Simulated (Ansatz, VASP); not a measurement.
**One calculation of TiAl3, two programs**

```
Ti Al
1.0
     3.94800    0.00000    0.00000
     0.00000    3.94800    0.00000
     0.00000    0.00000    3.94800
Ti Al
1 3
Direct
  0.00000 0.00000 0.00000
  0.50000 0.50000 0.00000
  0.50000 0.00000 0.50000
  0.00000 0.50000 0.50000
```

Alike in both runs: task single point; functional PBEsol; k mesh 16 × 16 × 16; occupations gaussian, width 0.1 eV; no spin polarisation.

|  | VASP | Ansatz |
| --- | --- | --- |
| version | VASP 6.6.1 | Ansatz 0.2.0 |
| potentials or method | VASP PAW PBE potentials, release 64 (Ti_sv, Al), cutoff 520 eV | scalar-relativistic, plane waves, PAW |
| valence electrons in the cell | 21 | 21 |

```tsv
	VASP	Ansatz	Ansatz less VASP
gap on the k mesh at the Fermi level (eV)	none	none	-
pressure (GPa)	0.2	0.0	-0.12
```

VASP's potentials were made for PBE, not for PBEsol, and Ansatz warns of the same on its side. A gap of «none» marks a metal or a gap that the smearing closes.
